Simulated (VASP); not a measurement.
Runs of VASP 6.6.1 on Mg3CdTe4. The structure is that of space group P-4m2 (No. 115), or close to it. The cells are those of the table. 

```csv
task,level,cell,k mesh,cutoff (eV),smearing,gap on the mesh (eV),pressure (GPa),largest force (eV/Å)
single point,PBE,"a = 4.632, b = 4.632, c = 13.019 Å, 8 atoms",6 × 6 × 2,520,gaussian 0.02 eV,1.77,0.0,0.02
single point,PBE,"a = 4.719, b = 4.719, c = 13.295 Å, 8 atoms",6 × 6 × 2,520,gaussian 0.02 eV,1.56,-1.8,0.01
relaxation of cell and atoms,PBE,"relaxed from a = 4.632, b = 4.632, c = 13.019 Å, 8 atoms",6 × 6 × 2,600,gaussian 0.02 eV,1.77,0.0,0.01
relaxation of shape and atoms at fixed volume,PBE,"relaxed from a = 4.585, b = 4.585, c = 12.888 Å, 8 atoms",6 × 6 × 2,600,gaussian 0.02 eV,1.89,1.1,0.01
single point,PBE,"a = 4.490, b = 4.490, c = 12.609 Å, 8 atoms",6 × 6 × 2,520,gaussian 0.02 eV,2.13,4.0,0.02
single point,PBE,"a = 4.537, b = 4.537, c = 12.756 Å, 8 atoms",6 × 6 × 2,520,gaussian 0.02 eV,2.01,2.4,0.02
single point,PBE,"a = 4.443, b = 4.443, c = 12.453 Å, 8 atoms",6 × 6 × 2,520,gaussian 0.02 eV,(b),5.8,0.02
single point,PBE,"a = 4.632, b = 4.632, c = 13.019 Å, 8 atoms",4 × 4 × 2,520,gaussian 0.1 eV,1.77,0.0,(a)
single point,PBE,"a = 4.649, b = 4.638, c = 12.959 Å, 8 atoms",4 × 4 × 1,520,gaussian 0.1 eV,1.77,0.0,0.02
single point,PBE,"a = 4.674, b = 4.674, c = 13.168 Å, 8 atoms",6 × 6 × 2,520,gaussian 0.02 eV,1.66,-0.9,0.02
single point,r2SCAN,"a = 4.632, b = 4.632, c = 13.019 Å, 8 atoms",6 × 6 × 2,520,gaussian 0.02 eV,2.35,-0.9,0.01
single point,PBE,"a = 4.776, b = 4.776, c = 13.471 Å, 8 atoms",6 × 6 × 2,520,gaussian 0.02 eV,1.42,-2.7,0.02
```

Alike in all rows: potentials or basis VASP PAW PBE potentials, release 64 (Mg, Cd, Te); no spin polarisation.

Estimate the missing entries.

(a) 0.03; (b) 2.27.

Caveats: some runs use coarse meshes; spin-orbit coupling is left out, which moves the levels of the heavy elements; the PAW data sets were made with another functional, which shifts forces and pressure a little (some runs).

A k mesh can miss the band edges, and the runs leave out spin-orbit coupling on Cd, Te.
